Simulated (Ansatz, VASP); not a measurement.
B in VASP and in Ansatz

```
B
1.0
     2.43811    1.40765    4.16644
    -2.43811    1.40765    4.16644
     0.00000   -2.81529    4.16644
B
12
Direct
  0.01061 0.65383 0.01061
  0.01061 0.01061 0.65383
  0.65383 0.01061 0.01061
  0.98939 0.34617 0.98939
  0.34617 0.98939 0.98939
  0.98939 0.98939 0.34617
  0.22160 0.62979 0.22160
  0.22160 0.22160 0.62979
  0.62979 0.22160 0.22160
  0.77840 0.37021 0.77840
  0.37021 0.77840 0.77840
  0.77840 0.77840 0.37021
```

Alike in both runs: functional PBEsol; k mesh 9 × 9 × 9; occupations gaussian, width 0.02 eV; no spin polarisation.

Ansatz relaxed the structure, and its values are those at the end. VASP's run is a single point on that final structure, the one shown.

|  | VASP | Ansatz |
| --- | --- | --- |
| version | VASP 6.6.1 | Ansatz 0.2.0 |
| potentials or method | VASP PAW PBE potentials, release 64 (B), cutoff 500 eV | scalar-relativistic, plane waves, PAW |
| valence electrons in the cell | 36 | 36 |

```tsv
	VASP	Ansatz	Ansatz less VASP
gap on the k mesh at the Fermi level (eV)	1.35	1.35	+0.004
least direct gap on the mesh (eV)	1.67	1.68	+0.004
pressure (GPa)	0.4	0.0	-0.41
rms of the force components (eV/Å)	0.015	0.000	-0.0150
```

VASP's potentials were made for PBE, not for PBEsol.
